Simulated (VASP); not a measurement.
Runs of VASP 6.6.1 on NaI. The structure is that of space group Fm-3m (No. 225), or close to it. The cells are those of the table. 

```csv
task,cell,cutoff (eV),gap on the mesh (eV),pressure (GPa)
relaxation of cell and atoms,"relaxed to 1 GPa from a = 4.526 Å, angles 60.0°, 2 atoms",600,3.73,1.0
relaxation of cell and atoms,"relaxed to 7 GPa from a = 4.526 Å, angles 60.0°, 2 atoms",600,4.38,7.0
single point,"a = 4.188 Å, angles 60.0°, 2 atoms",520,4.38,7.1
single point,"a = 4.108 Å, angles 60.0°, 2 atoms",520,4.56,10.1
single point,"a = 4.389 Å, angles 60.0°, 2 atoms",520,3.86,2.1
single point,"a = 4.007 Å, angles 60.0°, 2 atoms",520,4.28,(d)
single point,"a = 4.447 Å, angles 60.0°, 2 atoms",520,(a),1.1
relaxation of cell and atoms,"relaxed to 10 GPa from a = 4.526 Å, angles 60.0°, 2 atoms",600,4.56,10.0
relaxation of cell and atoms,"relaxed to 15 GPa from a = 4.526 Å, angles 60.0°, 2 atoms",600,(b),15.0
single point,"a = 4.293 Å, angles 60.0°, 2 atoms",520,4.09,(c)
relaxation of cell and atoms,"relaxed to 2 GPa from a = 4.526 Å, angles 60.0°, 2 atoms",600,3.86,2.0
relaxation of cell and atoms,"relaxed to 4 GPa from a = 4.526 Å, angles 60.0°, 2 atoms",600,4.08,4.0
```

Alike in all rows: level PBEsol; potentials or basis VASP PAW PBE potentials, release 64 (Na_pv, I); no spin polarisation; k mesh 8 × 8 × 8; smearing gaussian 0.01 eV.

Task: Estimate the missing entries.

Result: (a) 3.74; (b) 4.29; (c) 4.1; (d) 15.2.

Caveats: the PAW data sets were made with another functional, which shifts forces and pressure a little; spin-orbit coupling is left out, which moves the levels of the heavy elements; the cell is relaxed towards a set pressure, so the enthalpy falls and the energy may rise (some runs).

A k mesh can miss the band edges, and the runs leave out spin-orbit coupling on I.
